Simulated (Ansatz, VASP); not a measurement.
Fe in VASP and in Ansatz

The input INCAR:

```
PREC = Accurate
ENCUT = 520
EDIFF = 1E-7
ISMEAR = -1
SIGMA = 0.05
LREAL = False
LASPH = True
NELM = 150
ALGO = Normal
ISIF = 2
LWAVE = False
LCHARG = False
ISPIN = 2
MAGMOM = 3
LORBIT = 11
LMAXMIX = 4
GGA = PE
NBANDS = 14
```

Contents of KPOINTS:

```
Automatic mesh
0
Gamma
  16 16 16
```

POSCAR

```
Fe
1.0
    0.0000000000      1.9154967481      1.9385464314
    1.4781880421      0.0000000000      1.9385464314
    1.4781880421      1.9154967481      0.0000000000
Fe
1
Direct
    0.0000000000      0.0000000000      0.0000000000
```

Input for Ansatz:

```yaml
crystal:
  lattice:
    - [0.0, 1.9154967481, 1.9385464314]
    - [1.4781880421, 0.0, 1.9385464314]
    - [1.4781880421, 1.9154967481, 0.0]
  atoms:
    - { symbol: Fe, position: [0.0, 0.0, 0.0], spin: 3.0 }
magnetization:
  spin_polarized: true
kpoints:
  mp_grid: { grid: [16, 16, 16] }
  band_path:
    path:
      - [0.0, 0.0, 0.0]
      - [0.5, 0.0, 0.5]
      - [0.5, 0.246480624, 0.746480624]
      - [0.5, 0.753519376, 0.253519376]
      - [0.5, 0.5, 0.0]
      - [0.9257107586, 0.5, 0.4257107586]
      - [0.0742892414, 0.5, 0.5742892414]
      - [0.0, 0.5, 0.5]
      - [0.076087883, 0.576087883, 0.5]
    npoints: 5
scf:
  occupations: { method: fermi_dirac, width: 0.05 }
hamiltonian:
  xc: pbe
  pseudopotentials: { kind: all_electron, lapw: { basis_error: 0.0005 } }
output:
  forces: true
  stress: true
  eigenvalues: true
```

Change from the starting cell: volume scaled by 0.96.

Alike in both runs: task single point; functional PBE; k mesh 16 × 16 × 16; occupations fermi-dirac, width 0.05 eV; collinear spin.

|  | VASP | Ansatz |
| --- | --- | --- |
| version | VASP 6.6.1 | Ansatz 0.2.0 |
| potentials or method | VASP PAW PBE potentials, release 64 (Fe), cutoff 520 eV | all-electron LAPW, scalar-relativistic |

|  | VASP | Ansatz | Ansatz less VASP |
| --- | --- | --- | --- |
| pressure (GPa) | 7.6 | 7.5 | -0.11 |
| traceless stress, the component that is largest in VASP (GPa) | -6.42 | -6.63 | -0.212 |
| net moment per atom (μB) | 2.14 | 2.11 | -0.031 |
| size of the moment on the site where the two differ most (μB) | 2.13 | 2.16 | +0.028 |

Site moments also hang on the region over which each program counts them. Ansatz ran all-electron here, and VASP with PAW potentials.
